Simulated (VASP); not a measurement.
# SiO2 (P4_2/mnm) in VASP: a series of runs

SiO2 is run at these levels: LDA; tasks: single point.

All numbers are computed with VASP 6.6.1; they aren't measurements. Logs are shortened: lines on timing, memory, paths and dates and some standing lists are left out, and cuts for length are marked.

**1. The cell of the first run**

Symmetry: P4_2/mnm, No. 136, tetragonal system. The conventional cell has a = 4.080 Å, b = 4.080 Å, c = 2.406 Å, α = 90.00°, β = 90.00°, γ = 90.00°. Si (site symmetry mmm) has 6 O at 1.64 to 1.76 Å within 2.2 Å. O (site symmetry m2m) has 3 Si at 1.64 to 1.76 Å within 2.2 Å.

**2. Single point, LDA**

Contents of INCAR:

```
SYSTEM = SiO2
  PREC = Accurate
  ENCUT = 520
  EDIFF = 1E-6
  ISMEAR = 0
  SIGMA = 0.05
  LREAL = .FALSE.
  LASPH = .TRUE.
  NELM = 80
  ALGO = Normal
  ISIF = 2
  LWAVE = .FALSE.
  LCHARG = .FALSE.
  GGA = CA
  NBANDS = 25
```

Contents of KPOINTS:

```
Automatic mesh
0
G
  6 6 8
  0 0 0
```

Contents of POSCAR:

```
SiO2
1.0
    4.0804000000      0.0000000000      0.0000000000
    0.0000000000      4.0804000000      0.0000000000
    0.0000000000      0.0000000000      2.4058000000
Si O
2 4
Direct
    0.5000000000      0.5000000000      0.5000000000
    0.0000000000      0.0000000000      0.0000000000
    0.6944252994      0.6944252994      0.0000000000
    0.1944252994      0.8055747006      0.5000000000
    0.3055747006      0.3055747006      0.0000000000
    0.8055747006      0.1944252994      0.5000000000
```

Potentials or basis: VASP PAW LDA potentials, release 64 (Si, O).

The run is started by

```
> cat potpaw_LDA.64/Si/POTCAR potpaw_LDA.64/O/POTCAR > POTCAR
> mpirun -np 1 vasp_std > vasp.out
```

OUTCAR:

```text
SYSTEM = SiO2
   PREC = Accurate
   ENCUT = 520
   EDIFF = 1E-6
   ISMEAR = 0
   LREAL = .FALSE.
   LASPH = .TRUE.
   NELM = 80
   ISIF = 2
   GGA = CA

 ion  position               nearest neighbor table
   1  0.500  0.500  0.500-   3 1.64   5 1.64   3 1.64   5 1.64   4 1.76   6 1.76   2 3.13   2 3.13
                             2 3.13   2 3.13   2 3.13   2 3.13   2 3.13   2 3.13
   2  0.000  0.000  0.000-   4 1.64   6 1.64   4 1.64   6 1.64   5 1.76   3 1.76   1 3.13   1 3.13
                             1 3.13   1 3.13   1 3.13   1 3.13   1 3.13   1 3.13
   3  0.694  0.694  0.000-   1 1.64   1 1.64   2 1.76
   4  0.194  0.806  0.500-   2 1.64   2 1.64   1 1.76
   5  0.306  0.306  0.000-   1 1.64   1 1.64   2 1.76
   6  0.806  0.194  0.500-   2 1.64   2 1.64   1 1.76

  LATTYP: Found a simple tetragonal cell.
 ALAT       =     4.0804000000
 C/A-ratio  =     0.5895990589

  Lattice vectors:

 A1 = (   4.0804000000,   0.0000000000,   0.0000000000)
 A2 = (   0.0000000000,   4.0804000000,   0.0000000000)
 A3 = (   0.0000000000,   0.0000000000,   2.4058000000)

Analysis of symmetry for initial positions (statically):
=====================================================================
 Subroutine PRICEL returns:
 Original cell was already a primitive cell.

 Routine SETGRP: Setting up the symmetry group for a
 simple tetragonal supercell.

 Subroutine GETGRP returns: Found 16 space group operations
 (whereof  8 operations were pure point group operations)
 out of a pool of 16 trial point group operations.

The static configuration has the point symmetry D_2h.
 The point group associated with its full space group is D_4h.

Analysis of symmetry for dynamics (positions and initial velocities):
=====================================================================
 Subroutine PRICEL returns:
 Original cell was already a primitive cell.

 Routine SETGRP: Setting up the symmetry group for a
 simple tetragonal supercell.

 Subroutine GETGRP returns: Found 16 space group operations
 (whereof  8 operations were pure point group operations)
 out of a pool of 16 trial point group operations.

The dynamic configuration has the point symmetry D_2h.
 The point group associated with its full space group is D_4h.

 Subroutine INISYM returns: Found 16 space group operations
 (whereof  8 operations are pure point group operations),
 and found     1 'primitive' translations

----------------------------------------------------------------------------------------

                                     Primitive cell

  volume of cell :      40.0558

  direct lattice vectors                    reciprocal lattice vectors
     4.080400000  0.000000000  0.000000000     0.245074012  0.000000000  0.000000000
     0.000000000  4.080400000  0.000000000     0.000000000  0.245074012  0.000000000
     0.000000000  0.000000000  2.405800000     0.000000000  0.000000000  0.415662150

  length of vectors
     4.080400000  4.080400000  2.405800000     0.245074012  0.245074012  0.415662150

  position of ions in fractional coordinates (direct lattice)
     0.500000000  0.500000000  0.500000000
     0.000000000  0.000000000  0.000000000
     0.694425299  0.694425299  0.000000000
     0.194425299  0.805574701  0.500000000
     0.305574701  0.305574701  0.000000000
     0.805574701  0.194425299  0.500000000

  ion indices of the primitive-cell ions
   primitive index   ion index
                 1           1
                 2           2
                 3           3
                 4           4
                 5           5
                 6           6

----------------------------------------------------------------------------------------

 KPOINTS: Automatic mesh

Automatic generation of k-mesh.
 Grid dimensions read from file:
 generate k-points for:    6    6    8

 Generating k-lattice:

  Cartesian coordinates                     Fractional coordinates (reciprocal lattice)
     0.040845669  0.000000000  0.000000000     0.166666667  0.000000000  0.000000000
     0.000000000  0.040845669  0.000000000     0.000000000  0.166666667  0.000000000
     0.000000000  0.000000000  0.051957769     0.000000000  0.000000000  0.125000000

  Length of vectors
     0.040845669  0.040845669  0.051957769

  Shift w.r.t. Gamma in fractional coordinates (k-lattice)
     0.000000000  0.000000000  0.000000000

 Subroutine IBZKPT returns following result:
 ===========================================

 Found     50 irreducible k-points:

 Following reciprocal coordinates:
            Coordinates               Weight
  0.000000  0.000000  0.000000      1.000000
  0.166667  0.000000  0.000000      4.000000
  0.333333  0.000000  0.000000      4.000000
  0.500000  0.000000  0.000000      2.000000
  0.166667  0.166667  0.000000      4.000000
  0.333333  0.166667  0.000000      8.000000
[... 16 lines left out ...]
  0.333333  0.000000  0.250000      8.000000
  0.500000  0.000000  0.250000      4.000000
 [... further k-points ...]
   k-points           NKPTS =     50   k-points in BZ     NKDIM =     50   number of bands    NBANDS=     25
   number of dos      NEDOS =    301   number of ions     NIONS =      6
   total plane-waves  NPLWV =  16200
   dimension x,y,z NGX =    30 NGY =   30 NGZ =   18
   dimension x,y,z NGXF=    60 NGYF=   60 NGZF=   36
   ions per type =               2   4
   NGX,Y,Z   is equivalent  to a cutoff of  12.22, 12.22, 12.44 a.u.
   NGXF,Y,Z  is equivalent  to a cutoff of  24.45, 24.45, 24.88 a.u.
 SYSTEM =  SiO2
   PREC   = accura    normal or accurate (medium, high low for compatibility)
   ISTART =      0    job   : 0-new  1-cont  2-samecut
   ICHARG =      2    charge: 1-file 2-atom 10-const
   ISPIN  =      1    spin polarized calculation?
   LNONCOLLINEAR =      F non collinear calculations
   LSORBIT =      F    spin-orbit coupling
   LASPH  =      T    aspherical Exc in radial PAW
   ENCUT  =  520.0 eV  38.22 Ry    6.18 a.u.   7.59  7.59  4.47*2*pi/ulx,y,z
   NELM   =     80;   NELMIN=  2; NELMDL= -5     # of ELM steps
   EDIFF  = 0.1E-05   stopping-criterion for ELM
   LREAL  =      F    real-space projection
   EDIFFG = 0.1E-04   stopping-criterion for IOM
   NSW    =      0    number of steps for IOM
   IBRION =     -1    ionic relax: 0-MD 1-quasi-New 2-CG
   NFREE  =      0    steps in history (QN), initial steepest desc. (CG)
   ISIF   =      2    stress and relaxation
   ISYM   =      2    0-nonsym 1-usesym 2-fastsym
   POTIM  = 0.5000    time-step for ionic-motion
   TEBEG  =    0.0;   TEEND  =   0.0 temperature during run
   PSTRESS=    0.0 pullay stress
   NELECT =      32.0000    total number of electrons
   NUPDOWN=      -1.0000    fix difference up-down
   EMIN   =  10.00;   EMAX   =-10.00  energy-range for DOS
   EFERMI =   0.00;   METHOD = LEGACY
   ISMEAR =     0;   SIGMA  =   0.05  broadening in eV -4-tet -1-fermi 0-gaus
   EFERMI_NEDOS =   21; number of points for ismear=-14 and -15
   IALGO  =     38    algorithm
   IMIX   =      4    mixing-type and parameters
     AMIX     =   0.40;   BMIX     =  1.00
     AMIX_MAG =   1.60;   BMIX_MAG =  1.00
  volume/ion in A,a.u.               =       6.68        45.05
  Fermi-wavevector in a.u.,A,eV,Ry     =   1.519042  2.870573 31.395294  2.307489
  Thomas-Fermi vector in A             =   2.628081
   LORBIT       =      0    0 simple, 1 ext, 2 COOP (PROOUT), +10 PAW based schemes
   GGA     = CA    functional components
   LHFCALC =     F    Hartree Fock is set to
   AEXX    =    0.0000 exact exchange contribution
   IVDW    =     0    specifies the selected vdW correction
   LEPSILON=     F    determine dielectric tensor
   LRPA    =     F    only Hartree local field effects (RPA)
 non-spin polarized calculation
 Gauss-broadening in eV      SIGMA  =   0.05
  energy-cutoff  :      520.00
  volume of cell :       40.06
 maximum number of plane-waves:      1089
   NGX = 15   NGY = 15   NGZ =  9

 number of electron      31.9999993 magnetization

 Free energy of the ion-electron system (eV)
  ---------------------------------------------------
  ext. energy  EPLUGINS =         0.00000000
  ---------------------------------------------------
  free energy    TOTEN  =       -50.31167422 eV

  energy without entropy =      -50.31167422  energy(sigma->0) =      -50.31167422

 E-fermi :  10.3531     XC(G=0): -13.4917

 val. band max:       10.1413940133   @ k =   0.0000   0.0000   0.0000
 cond. band min:      18.5512762023   @ k =   0.0000   0.0000   0.0000
 fundamental gap:      8.4098821889
 Fermi energy:        10.3531130360

 k-point     1 :       0.0000    0.0000    0.0000
  band No.  band energies     occupation
      1     -13.9632      2.00000
      2      -9.6276      2.00000
      3      -9.6276      2.00000
      4      -9.5202      2.00000
      5      -1.6466      2.00000
      6       2.3401      2.00000
[... 17 lines left out ...]
     24      25.7248      0.00000
     25      27.0771      0.00000

 k-point     2 :       0.1667    0.0000    0.0000
  band No.  band energies     occupation
      1     -13.8007      2.00000
      2     -10.5347      2.00000
      3      -9.5362      2.00000
      4      -8.9511      2.00000
      5      -1.5713      2.00000
      6       1.5901      2.00000
[... 17 lines left out ...]
     24      25.0275      0.00000
     25      26.9373      0.00000

 k-point     3 :       0.3333    0.0000    0.0000
  band No.  band energies     occupation
      1     -13.3233      2.00000
      2     -11.5954      2.00000
      3      -9.2898      2.00000
      4      -8.7933      2.00000
      5      -1.2490      2.00000
      6       0.4291      2.00000
[... 552 lines left out ...]
 k-point    23 :       0.3333    0.0000    0.2500
  band No.  band energies     occupation
      1     -12.2920      2.00000
      2     -10.7524      2.00000
      3      -8.7579      2.00000
      4      -8.4853      2.00000
      5      -0.3683      2.00000
      6       1.0944      2.00000
[... 17 lines left out ...]
     24      25.0993      0.00000
     25      25.3830      0.00000

 k-point    24 :       0.5000    0.0000    0.2500
  band No.  band energies     occupation
      1     -11.6061      2.00000
      2     -11.6061      2.00000
      3      -8.5721      2.00000
      4      -8.5721      2.00000
      5       0.3065      2.00000
      6       0.3065      2.00000
[... 17 lines left out ...]
     24      24.8566      0.00000
     25      25.6397      0.00000

 [... further k-points ...]
[... 5 lines left out ...]
  --------------------------------------------------------------------------------------
  -------------------------------------------------------------------------------------
  Total       11.4065455     11.4065455     29.8478317      0.0000000      0.0000000      0.0000000
  in kB      456.2466859    456.2466859   1193.8736625      0.0000000      0.0000000      0.0000000
  external PRESSURE =     702.1223447 kB  Pullay stress =       0.0000000 kB

 VOLUME and BASIS-vectors are now :
 -----------------------------------------------------------------------------
  energy-cutoff  :      520.00
  volume of cell :       40.06
      direct lattice vectors                 reciprocal lattice vectors
     4.080400000  0.000000000  0.000000000     0.245074012  0.000000000  0.000000000
     0.000000000  4.080400000  0.000000000     0.000000000  0.245074012  0.000000000
     0.000000000  0.000000000  2.405800000     0.000000000  0.000000000  0.415662150

 POSITION                                       TOTAL-FORCE (eV/Angst)
 -----------------------------------------------------------------------------------
      2.04020      2.04020      1.20290         0.000000      0.000000      0.000000
      0.00000      0.00000      0.00000         0.000000      0.000000      0.000000
      2.83353      2.83353      0.00000         0.837176      0.837176     -0.000000
      0.79333      3.28707      1.20290         0.837176     -0.837176      0.000000
      1.24687      1.24687      0.00000        -0.837176     -0.837176      0.000000
      3.28707      0.79333      1.20290        -0.837176      0.837176     -0.000000
 -----------------------------------------------------------------------------------
    total drift:                               -0.000000      0.000000      0.000000

  FREE ENERGIE OF THE ION-ELECTRON SYSTEM (eV)
  ---------------------------------------------------
  free  energy   TOTEN  =       -50.3116742197 eV

  energy  without entropy=      -50.3116742197  energy(sigma->0) =      -50.31167422
```

It took 14 s on 1 thread of Intel Xeon 6975P-C (Granite Rapids), shared host; peak memory 0.14 GiB.

What came out:

```
Free energy            : -50.3117 eV
Pressure               : 70.2 GPa
Largest force          : 1.184 eV/Å
Band gap on the k mesh : 8.41 eV, direct
```

Forces in eV/Å, atoms in the order of the input:
```
Si   0.000  0.000  0.000
Si   0.000  0.000  0.000
O    0.837  0.837  0.000
O    0.837 -0.837  0.000
O   -0.837 -0.837  0.000
O   -0.837  0.837  0.000
```

Caveat: forces of over 1 eV/Å act on the atoms, so gaps and moduli don't describe the material at rest. A k mesh can miss the band edges.

**3. Single point, LDA**

This run uses another cell than the first one, of the same volume but with other edges.

Contents of INCAR:

```
ALGO = Normal ; EDIFF = 1E-6
ENCUT = 520 ; GGA = CA
ISIF = 2 ; ISMEAR = 0
LASPH = True ; LCHARG = True
LELF = True ; LREAL = False
LVHAR = True ; LWAVE = False
NBANDS = 25 ; NELM = 80
PREC = Accurate ; SIGMA = 0.05
```

Contents of KPOINTS:

```
k-points
0
Gamma
  6 6 8
```

Changes to POSCAR since step 2:

```diff
@@ -2,5 +2,5 @@
 1.0
-    4.0804000000      0.0000000000      0.0000000000
-    0.0000000000      4.0804000000      0.0000000000
-    0.0000000000      0.0000000000      2.4058000000
+    4.0305000000      0.0000000000      0.0000000000
+    0.0000000000      4.0305000000      0.0000000000
+    0.0000000000      0.0000000000      2.4697000000
 Si O
```

Potentials or basis: VASP PAW LDA potentials, release 64 (Si, O).

The run is started by

```
> cat potpaw_LDA.64/Si/POTCAR potpaw_LDA.64/O/POTCAR > POTCAR
> mpirun -np 1 vasp_std > vasp.out
```

Wall time 15 s (1 thread of Intel Xeon 6975P-C (Granite Rapids), shared host); peak memory 0.14 GiB.

The run converged. Its results:

- Free energy: -50.7158 eV
- Pressure: 65.5 GPa
- Largest force: 1.142 eV/Å
- Band gap on the k mesh: 7.63 eV, direct

Forces in eV/Å, atoms in the order of the input:
```
Si   0.000  0.000  0.000
Si   0.000  0.000  0.000
O    0.807  0.807  0.000
O    0.807 -0.807  0.000
O   -0.807 -0.807  0.000
O   -0.807  0.807  0.000
```

Stress tensor (GPa, compression positive):
```
50.84  0.00  0.00
 0.00 50.84  0.00
 0.00  0.00 94.71
```

Levels at points of the mesh, in eV from the valence-band top:
```tsv
k point	band 14	band 15	band 16	band 17	band 18	band 19
(0.00, 0.00, 0.00)	-1.03	-1.03	0.00	7.63	8.62	10.31
(0.50, 0.00, 0.00)	-2.80	-1.28	-1.28	9.85	9.85	10.80
(0.50, 0.50, 0.00)	-3.01	-2.94	-2.94	9.43	9.43	11.70
(0.00, 0.00, 0.50)	-3.78	-3.30	-3.30	10.81	10.81	13.97
(0.50, 0.00, 0.50)	-2.78	-2.19	-2.19	9.84	9.84	11.02
(0.50, 0.50, 0.50)	-2.18	-1.93	-1.93	8.78	8.78	11.72
```

Caveat: forces of over 1 eV/Å act on the atoms, so gaps and moduli don't describe the material at rest. Expect the measured gap to be larger: semilocal functionals such as LDA lack the derivative discontinuity.

**4. Single point, LDA**

This run uses another cell than the first one, of 6.74 Å³/atom, 1.009 times its volume.

Contents of INCAR:

```
SYSTEM = SiO2
  PREC = Accurate
  ENCUT = 520
  EDIFF = 1E-6
  ISMEAR = 0
  SIGMA = 0.05
  LREAL = .False.
  LASPH = .True.
  NELM = 80
  ALGO = Normal
  ISIF = 2
  LWAVE = .False.
  LCHARG = .False.
  NBANDS = 25
```

Contents of KPOINTS:

```
Automatic mesh
0
Gamma
  6 6 8
  0 0 0
```

Changes to POSCAR since step 3:

```diff
@@ -2,5 +2,5 @@
 1.0
-    4.0305000000      0.0000000000      0.0000000000
-    0.0000000000      4.0305000000      0.0000000000
-    0.0000000000      0.0000000000      2.4697000000
+    4.1551517022      0.0000000000      0.0000000000
+    0.0000000000      4.1551517022      0.0000000000
+    0.0000000000      0.0000000000      2.3420000000
 Si O
```

The run is started by

```
> cat potpaw_LDA.64/Si/POTCAR potpaw_LDA.64/O/POTCAR > POTCAR
> mpirun -np 1 vasp_std > vasp.out
```

It took 11 s on 1 thread of Intel Xeon 6975P-C (Granite Rapids), shared host; peak memory 0.15 GiB.

Results (log left out):

- Free energy: -49.7924 eV
- Pressure: 70.2 GPa
- Largest force: 1.025 eV/Å
- Band gap on the k mesh: 8.20 eV, direct

Forces in eV/Å, atoms in the order of the input:
```
Si   0.000  0.000  0.000
Si   0.000  0.000  0.000
O    0.725  0.725  0.000
O    0.725 -0.725  0.000
O   -0.725 -0.725  0.000
O   -0.725  0.725  0.000
```

Stress tensor (GPa, compression positive):
```
 34.03   0.00   0.00
  0.00  34.03   0.00
  0.00   0.00 142.64
```

Levels at points of the mesh, in eV from the valence-band top:
```tsv
k point	band 14	band 15	band 16	band 17	band 18	band 19
(0.00, 0.00, 0.00)	-1.05	-1.05	0.00	8.20	9.36	11.21
(0.50, 0.00, 0.00)	-1.97	-1.32	-1.32	10.02	10.02	11.36
(0.50, 0.50, 0.00)	-2.65	-2.51	-2.51	10.10	10.10	11.74
(0.00, 0.00, 0.50)	-3.21	-3.08	-3.08	10.67	10.67	13.31
(0.50, 0.00, 0.50)	-2.73	-1.96	-1.96	9.70	9.70	10.29
(0.50, 0.50, 0.50)	-2.19	-1.72	-1.72	8.39	8.39	11.47
```

Caveat: forces of over 1 eV/Å act on the atoms, so gaps and moduli don't describe the material at rest. A k mesh can miss the band edges.

**5. Summary**

| cell | gap on the mesh (eV) | pressure (GPa) | largest force (eV/Å) |
| --- | --- | --- | --- |
| a = 4.080, b = 4.080, c = 2.406 Å, 6 atoms | 8.41 | 70.2 | 1.18 |
| a = 4.030, b = 4.030, c = 2.470 Å, 6 atoms | 7.63 | 65.5 | 1.14 |
| a = 4.155, b = 4.155, c = 2.342 Å, 6 atoms | 8.20 | 70.2 | 1.03 |

Alike in all rows: task single point; level LDA; potentials or basis VASP PAW LDA potentials, release 64 (Si, O); no spin polarisation; k mesh 6 × 6 × 8; cutoff (eV) 520; smearing gaussian 0.05 eV.

Caveats: forces of over 1 eV/Å act on the atoms, so gaps and moduli don't describe the material at rest.

Absolute energies hang on the potentials; compare differences alone.
